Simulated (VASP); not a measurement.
Ti: single point with PBEsol

Ti:

```
CELL_PARAMETERS angstrom
2.89899 0.00000 0.00000
-1.44949 2.51060 0.00000
0.00000 0.00000 9.23642
ATOMIC_POSITIONS crystal
Ti 0.00000 0.00000 0.00000
Ti 0.00000 0.00000 0.50000
Ti 0.33333 0.66667 0.75000
Ti 0.66667 0.33333 0.25000
```

- Program: VASP 6.6.1
- Task: single point
- Functional: PBEsol
- Potentials or basis: VASP PAW PBE potentials, release 64 (Ti_sv)
- Cutoff: 520 eV
- k mesh: 18 × 18 × 6
- Occupations: gaussian, width 0.1 eV
- Spin: no spin polarisation

The pressure is -0.3 GPa. The band gap on the k mesh is zero (bands 24 and 25 overlap by 1.24 eV).

Levels at points of the mesh, in eV from the Fermi level:
```csv
k point,band 21,band 22,band 23,band 24,band 25,band 26,band 27,band 28
"(0.00, 0.00, 0.00)",0.12,0.14,0.66,0.66,0.73,0.73,0.91,0.98
"(0.50, 0.00, 0.00)",-1.34,-1.25,-1.09,-0.09,0.07,0.58,1.16,1.51
"(0.00, 0.00, 0.50)",0.26,0.26,0.67,0.67,0.80,0.80,0.80,0.80
"(0.50, 0.00, 0.50)",-1.57,-1.57,-0.20,-0.20,0.74,0.74,0.93,0.93
```

It took 15 min on 1 thread of AMD EPYC 7R13 Processor (Zen 3) (shared host), peak memory 0.32 GiB.

Caveat: the PAW data sets were made with another functional, which shifts forces and pressure a little.
